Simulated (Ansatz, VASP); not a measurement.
# CsP2 in VASP and in Ansatz

```
Cs P
1.0
     0.00000    3.39464    3.39464
     3.39464    0.00000    3.39464
     3.39464    3.39464    0.00000
Cs P
1 2
Direct
  0.00000 0.00000 0.00000
  0.25000 0.25000 0.25000
  0.75000 0.75000 0.75000
```

Alike in both runs: task single point; functional PBE; k mesh 6 × 6 × 6; occupations gaussian, width 0.1 eV; no spin polarisation.

|  | VASP | Ansatz |
| --- | --- | --- |
| version | VASP 6.6.1 | Ansatz 0.2.0 |
| potentials or method | VASP PAW PBE potentials, release 64 (Cs_sv, P), cutoff 520 eV | scalar-relativistic, plane waves, PAW |
| valence electrons in the cell | 19 | 19 |

Ansatz gave:

* gap on the k mesh at the Fermi level (eV): none
* pressure (GPa): 9.0

Task: Which values does VASP return?

Result: gap on the k mesh at the Fermi level (eV): none; pressure (GPa): 9.4.

A gap of «none» marks a metal or a gap that the smearing closes. With one functional, cell and mesh, what is left measures potentials, basis and numerics.

Neither program's run includes spin-orbit coupling.
